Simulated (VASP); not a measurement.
Here is a VASP 6.6.1 calculation.

The input POSCAR:

```
CdS
1.0
    0.0000000000      2.7269062253      2.7269062253
    2.7269062253      0.0000000000      2.7269062253
    2.7269062253      2.7269062253      0.0000000000
Cd S
1 1
Direct
    0.0000000000      0.0000000000      0.0212309267
    0.5000000000      0.5000000000      0.4255566627
```

Contents of INCAR.step1:

```
SYSTEM = CdS
  ALGO = Normal
  EDIFF = 1E-4
  ENCUT = 520
  GGA = PE
  ISMEAR = 0
  LASPH = .TRUE.
  LCHARG = .FALSE.
  LREAL = .FALSE.
  LWAVE = .TRUE.
  NBANDS = 16
  NELM = 80
  PREC = Accurate
  SIGMA = 0.05
```

INCAR.step2

```
SYSTEM = CdS
  ALGO = Normal
  EDIFF = 1E-6
  ENCUT = 520
  ISIF = 2
  ISMEAR = 0
  ISTART = 1
  LASPH = .TRUE.
  LCHARG = .FALSE.
  LMIXTAU = .TRUE.
  LREAL = .FALSE.
  LWAVE = .FALSE.
  METAGGA = R2SCAN
  NBANDS = 16
  NELM = 80
  PREC = Accurate
  SIGMA = 0.05
```

The input KPOINTS:

```
k-points
0
G
  8 8 8
  0 0 0
```

Potentials or basis: VASP PAW PBE potentials, release 64 (Cd, S).

Command:

```bash
$ cat potpaw_PBE.64/Cd/POTCAR potpaw_PBE.64/S/POTCAR > POTCAR
$ cp INCAR.step1 INCAR
$ mpirun -np 1 vasp_std > vasp.out
$ cp INCAR.step2 INCAR
$ mpirun -np 1 vasp_std > vasp.out
```

(1) Predict the largest force.

(2) Estimate the pressure.

(3) Estimate the band gap on the k mesh.

Answers

(1) 0.889 eV/Å.

(2) 4.5 GPa.

(3) 0.99 eV, indirect (least direct gap 2.13 eV).

Caveat: the cell differs from its parent crystal (mode 4 frozen in at -0.203 Å and mode 5 at -0.203 Å (largest displacements)); the PAW data sets were made with another functional, which shifts forces and pressure a little.
